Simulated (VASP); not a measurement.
# ScPt3S (P4mm) in VASP: notebook

ScPt3S is run at these levels: PBE; tasks: single point.

Program: VASP 6.6.1. These are calculated values, not measurements. Logs are shortened: lines on timing, memory, paths and dates and some standing lists are left out, and cuts for length are marked.

## Step 1: The cell of the first run

It takes space group P4mm (No. 99, tetragonal). The conventional cell has a = 3.974 Å, b = 3.974 Å, c = 5.740 Å, α = 90.00°, β = 90.00°, γ = 90.00°. Within 3.7 Å of Sc (site symmetry 4mm) lie 8 Pt at 2.81 Å and 4 S at 3.60 Å. Pt (site symmetry 4mm) has 1 S at 2.25 Å and 4 Pt at 2.81 Å and 4 Sc at 2.81 Å within 3.0 Å. Within 3.3 Å of Pt (site symmetry 2mm) lie 2 S at 2.49 Å and 2 Sc at 2.81 Å and 6 Pt at 2.81 Å. S (site symmetry 4mm) has 5 Pt at 2.25 to 2.49 Å within 3.0 Å.

The cell was generated, and may not be a known phase.

## Step 2: Single point, PBE

File INCAR:

```
PREC     = Accurate       # precision mode
ENCUT    = 520            # plane-wave cutoff, eV
EDIFF    = 1E-6           # SCF threshold, eV
ISMEAR   = 0              # smearing method
SIGMA    = 0.1            # smearing width, eV
LREAL    = F              # projectors in reciprocal space
LASPH    = T              # aspherical terms in the spheres
NELM     = 100            # most SCF steps
ALGO     = Fast           # electronic algorithm
ISIF     = 2              # what is computed and relaxed
LWAVE    = F              # write WAVECAR
LCHARG   = F              # write CHGCAR
GGA      = PE             # functional
NBANDS   = 32             # bands
```

File KPOINTS:

```
regular mesh
0
Gamma
  10 10 8
```

File POSCAR:

```
ScPt3S
1.0
    3.9742072986      0.0000000000      0.0000000000
    0.0000000000      3.9742072986      0.0000000000
    0.0000000000      0.0000000000      5.7401564362
Sc Pt S
1 3 1
Direct
    0.0000000000      0.0000000000      0.1088383153
    0.5000000000      0.5000000000      0.1087518597
    0.0000000000      0.5000000000      0.4541720440
    0.5000000000      0.0000000000      0.4541720440
    0.5000000000      0.5000000000      0.7159657671
```

Potentials or basis: VASP PAW PBE potentials, release 64 (Sc_sv, Pt, S).

Launch:

```bash
$ cat potpaw_PBE.64/Sc_sv/POTCAR potpaw_PBE.64/Pt/POTCAR potpaw_PBE.64/S/POTCAR > POTCAR
$ mpirun -np 1 vasp_std > vasp.out
```

OUTCAR:

```text
PREC = Accurate
   ENCUT = 520
   EDIFF = 1E-6
   ISMEAR = 0
   LREAL = F
   LASPH = T
   NELM = 100
   ISIF = 2
   GGA = PE

 ion  position               nearest neighbor table
   1  0.000  0.000  0.109-   3 2.81   4 2.81   3 2.81   4 2.81   2 2.81   2 2.81   2 2.81   2 2.81

   2  0.500  0.500  0.109-   5 2.25   4 2.81   3 2.81   4 2.81   3 2.81   1 2.81   1 2.81   1 2.81
                             1 2.81
   3  0.000  0.500  0.454-   5 2.49   5 2.49   1 2.81   1 2.81   2 2.81   2 2.81   4 2.81   4 2.81
                             4 2.81   4 2.81
   4  0.500  0.000  0.454-   5 2.49   5 2.49   1 2.81   1 2.81   2 2.81   2 2.81   3 2.81   3 2.81
                             3 2.81   3 2.81
   5  0.500  0.500  0.716-   2 2.25   3 2.49   4 2.49   4 2.49   3 2.49

  LATTYP: Found a simple tetragonal cell.
 ALAT       =     3.9742072986
 C/A-ratio  =     1.4443525475

  Lattice vectors:

 A1 = (   3.9742072986,   0.0000000000,   0.0000000000)
 A2 = (   0.0000000000,   3.9742072986,   0.0000000000)
 A3 = (   0.0000000000,   0.0000000000,   5.7401564362)

Analysis of symmetry for initial positions (statically):
=====================================================================
 Subroutine PRICEL returns:
 Original cell was already a primitive cell.

 Routine SETGRP: Setting up the symmetry group for a
 simple tetragonal supercell.

 Subroutine GETGRP returns: Found  8 space group operations
 (whereof  8 operations were pure point group operations)
 out of a pool of 16 trial point group operations.

The static configuration has the point symmetry C_4v.

Analysis of symmetry for dynamics (positions and initial velocities):
=====================================================================
 Subroutine PRICEL returns:
 Original cell was already a primitive cell.

 Routine SETGRP: Setting up the symmetry group for a
 simple tetragonal supercell.

 Subroutine GETGRP returns: Found  8 space group operations
 (whereof  8 operations were pure point group operations)
 out of a pool of 16 trial point group operations.

The dynamic configuration has the point symmetry C_4v.

 Subroutine INISYM returns: Found  8 space group operations
 (whereof  8 operations are pure point group operations),
 and found     1 'primitive' translations

----------------------------------------------------------------------------------------

                                     Primitive cell

  volume of cell :      90.6619

  direct lattice vectors                    reciprocal lattice vectors
     3.974207299  0.000000000  0.000000000     0.251622506  0.000000000  0.000000000
     0.000000000  3.974207299  0.000000000     0.000000000  0.251622506  0.000000000
     0.000000000  0.000000000  5.740156436     0.000000000  0.000000000  0.174211280

  length of vectors
     3.974207299  3.974207299  5.740156436     0.251622506  0.251622506  0.174211280

  position of ions in fractional coordinates (direct lattice)
     0.000000000  0.000000000  0.108838315
     0.500000000  0.500000000  0.108751860
     0.000000000  0.500000000  0.454172044
     0.500000000  0.000000000  0.454172044
     0.500000000  0.500000000  0.715965767

  ion indices of the primitive-cell ions
   primitive index   ion index
                 1           1
                 2           2
                 3           3
                 4           4
                 5           5

----------------------------------------------------------------------------------------

 KPOINTS: regular mesh

Automatic generation of k-mesh.
 Grid dimensions read from file:
 generate k-points for:   10   10    8

 Generating k-lattice:

  Cartesian coordinates                     Fractional coordinates (reciprocal lattice)
     0.025162251  0.000000000  0.000000000     0.100000000  0.000000000  0.000000000
     0.000000000  0.025162251  0.000000000     0.000000000  0.100000000  0.000000000
     0.000000000  0.000000000  0.021776410     0.000000000  0.000000000  0.125000000

  Length of vectors
     0.025162251  0.025162251  0.021776410

  Shift w.r.t. Gamma in fractional coordinates (k-lattice)
     0.000000000  0.000000000  0.000000000

 Subroutine IBZKPT returns following result:
 ===========================================

 Found    105 irreducible k-points:

 Following reciprocal coordinates:
            Coordinates               Weight
  0.000000  0.000000  0.000000      1.000000
  0.100000  0.000000  0.000000      4.000000
  0.200000  0.000000  0.000000      4.000000
  0.300000  0.000000  0.000000      4.000000
  0.400000  0.000000  0.000000      4.000000
  0.500000  0.000000  0.000000      2.000000
[... 16 lines left out ...]
  0.100000  0.000000  0.125000      8.000000
  0.200000  0.000000  0.125000      8.000000
 [... further k-points ...]
   k-points           NKPTS =    105   k-points in BZ     NKDIM =    105   number of bands    NBANDS=     32
   number of dos      NEDOS =    301   number of ions     NIONS =      5
   total plane-waves  NPLWV =  43200
   dimension x,y,z NGX =    30 NGY =   30 NGZ =   48
   dimension x,y,z NGXF=    60 NGYF=   60 NGZF=   96
   ions per type =               1   3   1
   NGX,Y,Z   is equivalent  to a cutoff of  12.55, 12.55, 13.90 a.u.
   NGXF,Y,Z  is equivalent  to a cutoff of  25.10, 25.10, 27.80 a.u.
 SYSTEM =  unknown system
   PREC   = accura    normal or accurate (medium, high low for compatibility)
   ISTART =      0    job   : 0-new  1-cont  2-samecut
   ICHARG =      2    charge: 1-file 2-atom 10-const
   ISPIN  =      1    spin polarized calculation?
   LNONCOLLINEAR =      F non collinear calculations
   LSORBIT =      F    spin-orbit coupling
   LASPH  =      T    aspherical Exc in radial PAW
   ENCUT  =  520.0 eV  38.22 Ry    6.18 a.u.   7.39  7.39 10.67*2*pi/ulx,y,z
   NELM   =    100;   NELMIN=  2; NELMDL= -5     # of ELM steps
   EDIFF  = 0.1E-05   stopping-criterion for ELM
   LREAL  =      F    real-space projection
   EDIFFG = 0.1E-04   stopping-criterion for IOM
   NSW    =      0    number of steps for IOM
   IBRION =     -1    ionic relax: 0-MD 1-quasi-New 2-CG
   NFREE  =      0    steps in history (QN), initial steepest desc. (CG)
   ISIF   =      2    stress and relaxation
   ISYM   =      2    0-nonsym 1-usesym 2-fastsym
   POTIM  = 0.5000    time-step for ionic-motion
   TEBEG  =    0.0;   TEEND  =   0.0 temperature during run
   PSTRESS=    0.0 pullay stress
   NELECT =      47.0000    total number of electrons
   NUPDOWN=      -1.0000    fix difference up-down
   EMIN   =  10.00;   EMAX   =-10.00  energy-range for DOS
   EFERMI =   0.00;   METHOD = LEGACY
   ISMEAR =     0;   SIGMA  =   0.10  broadening in eV -4-tet -1-fermi 0-gaus
   EFERMI_NEDOS =   21; number of points for ismear=-14 and -15
   IALGO  =     68    algorithm
   IMIX   =      4    mixing-type and parameters
     AMIX     =   0.40;   BMIX     =  1.00
     AMIX_MAG =   1.60;   BMIX_MAG =  1.00
  volume/ion in A,a.u.               =      18.13       122.36
  Fermi-wavevector in a.u.,A,eV,Ry     =   1.315121  2.485219 23.531881  1.729544
  Thomas-Fermi vector in A             =   2.445326
   LORBIT       =      0    0 simple, 1 ext, 2 COOP (PROOUT), +10 PAW based schemes
   GGA     = PE    functional components
   LHFCALC =     F    Hartree Fock is set to
   AEXX    =    0.0000 exact exchange contribution
   IVDW    =     0    specifies the selected vdW correction
   LEPSILON=     F    determine dielectric tensor
   LRPA    =     F    only Hartree local field effects (RPA)
 non-spin polarized calculation
 RMM-DIIS sequential band-by-band and
 Gauss-broadening in eV      SIGMA  =   0.10
  energy-cutoff  :      520.00
  volume of cell :       90.66
 maximum number of plane-waves:      2473
 NGX is ok and might be reduce to    30
   NGX = 15   NGY = 15   NGZ = 21

 number of electron      47.0000008 magnetization

 Free energy of the ion-electron system (eV)
  ---------------------------------------------------
  ext. energy  EPLUGINS =         0.00000000
  ---------------------------------------------------
  free energy    TOTEN  =       -31.92746999 eV

  energy without entropy =      -31.91194740  energy(sigma->0) =      -31.91970869

 E-fermi :   8.0585     XC(G=0): -11.4928

 val. band max:        8.0551120635   @ k =   0.2000   0.1000   0.5000
 cond. band min:       8.0679699232   @ k =   0.3000   0.2000   0.1250
 fundamental gap:      0.0128578597
 Fermi energy:         8.0584821814

 k-point     1 :       0.0000    0.0000    0.0000
  band No.  band energies     occupation
      1     -42.0722      2.00000
      2     -20.7811      2.00000
      3     -20.6416      2.00000
      4     -20.6416      2.00000
      5      -6.9527      2.00000
      6       0.2542      2.00000
[... 24 lines left out ...]
     31      13.0079      0.00000
     32      13.4204      0.00000

 k-point     2 :       0.1000    0.0000    0.0000
  band No.  band energies     occupation
      1     -42.0720      2.00000
      2     -20.7808      2.00000
      3     -20.6453      2.00000
      4     -20.6423      2.00000
      5      -6.9229      2.00000
      6       0.3251      2.00000
[... 24 lines left out ...]
     31      12.8926      0.00000
     32      13.6022      0.00000

 k-point     3 :       0.2000    0.0000    0.0000
  band No.  band energies     occupation
      1     -42.0714      2.00000
      2     -20.7803      2.00000
      3     -20.6550      2.00000
      4     -20.6439      2.00000
      5      -6.8436      2.00000
      6       0.5250      2.00000
[... 24 lines left out ...]
     31      12.4204      0.00000
     32      12.8316      0.00000

 k-point     4 :       0.3000    0.0000    0.0000
  band No.  band energies     occupation
      1     -42.0707      2.00000
      2     -20.7796      2.00000
      3     -20.6669      2.00000
      4     -20.6460      2.00000
      5      -6.7431      2.00000
      6       0.8103      2.00000
[... 24 lines left out ...]
     31      11.6690      0.00000
     32      12.5731      0.00000

 k-point     5 :       0.4000    0.0000    0.0000
  band No.  band energies     occupation
      1     -42.0702      2.00000
      2     -20.7790      2.00000
      3     -20.6765      2.00000
      4     -20.6477      2.00000
      5      -6.6596      2.00000
      6       1.0835      2.00000
[... 584 lines left out ...]
     31      11.5254      0.00000
     32      13.1778      0.00000

 k-point    22 :       0.0000    0.0000    0.1250
  band No.  band energies     occupation
      1     -42.0722      2.00000
      2     -20.7812      2.00000
      3     -20.6416      2.00000
      4     -20.6416      2.00000
      5      -6.9289      2.00000
      6      -0.0501      2.00000
[... 24 lines left out ...]
     31      12.9805      0.00000
     32      13.6368      0.00000

 k-point    23 :       0.1000    0.0000    0.1250
  band No.  band energies     occupation
      1     -42.0720      2.00000
      2     -20.7809      2.00000
      3     -20.6453      2.00000
      4     -20.6423      2.00000
      5      -6.9000      2.00000
      6       0.0168      2.00000
[... 24 lines left out ...]
     31      12.7302      0.00000
     32      13.2895      0.00000

 k-point    24 :       0.2000    0.0000    0.1250
  band No.  band energies     occupation
      1     -42.0714      2.00000
      2     -20.7803      2.00000
      3     -20.6550      2.00000
      4     -20.6440      2.00000
      5      -6.8233      2.00000
      6       0.2058      2.00000
[... 24 lines left out ...]
     31      12.2839      0.00000
     32      12.8995      0.00000

 [... further k-points ...]
[... 5 lines left out ...]
  --------------------------------------------------------------------------------------
  -------------------------------------------------------------------------------------
  Total       -0.0619130     -0.0619130     -0.0928440      0.0000000      0.0000000      0.0000000
  in kB       -1.0941264     -1.0941264     -1.6407401      0.0000000      0.0000000      0.0000000
  external PRESSURE =      -1.2763309 kB  Pullay stress =       0.0000000 kB

 VOLUME and BASIS-vectors are now :
 -----------------------------------------------------------------------------
  energy-cutoff  :      520.00
  volume of cell :       90.66
      direct lattice vectors                 reciprocal lattice vectors
     3.974207299  0.000000000  0.000000000     0.251622506  0.000000000  0.000000000
     0.000000000  3.974207299  0.000000000     0.000000000  0.251622506  0.000000000
     0.000000000  0.000000000  5.740156436     0.000000000  0.000000000  0.174211280

 POSITION                                       TOTAL-FORCE (eV/Angst)
 -----------------------------------------------------------------------------------
      0.00000      0.00000      0.62475         0.000000     -0.000000     -0.008232
      1.98710      1.98710      0.62425        -0.000000     -0.000000      0.006961
      0.00000      1.98710      2.60702        -0.000000      0.000000      0.001320
      1.98710      0.00000      2.60702        -0.000000     -0.000000      0.001320
      1.98710      1.98710      4.10976        -0.000000      0.000000     -0.001369
 -----------------------------------------------------------------------------------
    total drift:                                0.000000      0.000000      0.001637

  FREE ENERGIE OF THE ION-ELECTRON SYSTEM (eV)
  ---------------------------------------------------
  free  energy   TOTEN  =       -31.9274699897 eV

  energy  without entropy=      -31.9119473992  energy(sigma->0) =      -31.91970869
```

Wall time 7.2 min (1 thread of Oxide Virtual Turin-like, shared host); peak memory 0.37 GiB.

Results:

```yaml
Free_energy: -31.9275 eV
Pressure: -0.1 GPa
Largest_force: 0.008 eV/Å
Band_gap_on_the_k_mesh: zero (an odd number of electrons rules out a gap without spin polarisation)
```

Forces in eV/Å, atoms in the order of the input:
```
Sc   0.000  0.000 -0.008
Pt   0.000  0.000  0.007
Pt   0.000  0.000  0.001
Pt   0.000  0.000  0.001
S    0.000  0.000 -0.001
```

Levels at points of the mesh, in eV from the Fermi level:
```csv
k point,band 21,band 22,band 23,band 24,band 25,band 26,band 27,band 28
"(0.00, 0.00, 0.00)",-1.29,-1.29,-1.27,0.08,1.55,2.16,2.16,2.29
"(0.50, 0.00, 0.00)",-2.08,-1.79,-0.72,-0.49,-0.16,1.57,1.64,1.96
"(0.50, 0.50, 0.00)",-1.61,-0.93,-0.05,-0.05,0.60,1.33,1.33,1.80
"(0.00, 0.00, 0.50)",-1.08,0.08,0.66,0.66,1.18,1.84,2.18,2.23
"(0.50, 0.00, 0.50)",-2.56,-2.25,-1.86,0.38,0.88,1.21,1.63,1.92
"(0.50, 0.50, 0.50)",-2.13,-1.92,-1.52,-0.42,1.32,1.32,2.05,2.08
```

Caveat: spin-orbit coupling is left out, which moves the levels of the heavy elements.

## Step 3: Single point, PBE

File INCAR:

```
SYSTEM = ScPt3S
PREC = Accurate ; ENCUT = 520
EDIFF = 1E-6 ; ISMEAR = 0
SIGMA = 0.1 ; LREAL = .FALSE.
LASPH = .TRUE. ; NELM = 80
ALGO = Fast ; ISIF = 2
LWAVE = .FALSE. ; LCHARG = .FALSE.
GGA = PE ; NBANDS = 32
```

File KPOINTS:

```
Automatic mesh
0
G
  10 10 8
  0 0 0
```

POSCAR is that of step 2.

Potentials or basis: VASP PAW PBE potentials, release 64 (Sc_sv, Pt, S).

Launch:

```bash
$ cat potpaw_PBE.64/Sc_sv/POTCAR potpaw_PBE.64/Pt/POTCAR potpaw_PBE.64/S/POTCAR > POTCAR
$ mpirun -np 1 vasp_std > vasp.out
```

Run time: 9.9 min. Hardware: 1 thread of Oxide Virtual Turin-like, shared host; peak memory 0.38 GiB.

Results (log left out):

- Free energy: -31.9275 eV
- Pressure: -0.1 GPa
- Largest force: 0.008 eV/Å
- Band gap on the k mesh: zero (an odd number of electrons rules out a gap without spin polarisation)

Forces in eV/Å, atoms in the order of the input:
```
Sc   0.000  0.000 -0.008
Pt   0.000  0.000  0.007
Pt   0.000  0.000  0.001
Pt   0.000  0.000  0.001
S    0.000  0.000 -0.001
```

Levels at points of the mesh, in eV from the Fermi level:
```tsv
k point	band 20	band 21	band 22	band 23	band 24	band 25	band 26	band 27	band 28	band 29
(0.00, 0.00, 0.00)	-1.67	-1.29	-1.29	-1.27	0.08	1.55	2.16	2.16	2.29	3.24
(0.50, 0.00, 0.00)	-2.54	-2.08	-1.79	-0.72	-0.49	-0.16	1.57	1.64	1.96	2.21
(0.50, 0.50, 0.00)	-1.91	-1.61	-0.93	-0.05	-0.05	0.60	1.33	1.33	1.80	1.80
(0.00, 0.00, 0.50)	-1.30	-1.08	0.08	0.66	0.66	1.18	1.84	2.18	2.23	2.23
(0.50, 0.00, 0.50)	-2.60	-2.56	-2.25	-1.86	0.38	0.88	1.21	1.63	1.92	2.32
(0.50, 0.50, 0.50)	-2.13	-2.13	-1.92	-1.52	-0.42	1.32	1.32	2.05	2.08	2.08
```

Caveat: spin-orbit coupling is left out, which moves the levels of the heavy elements.
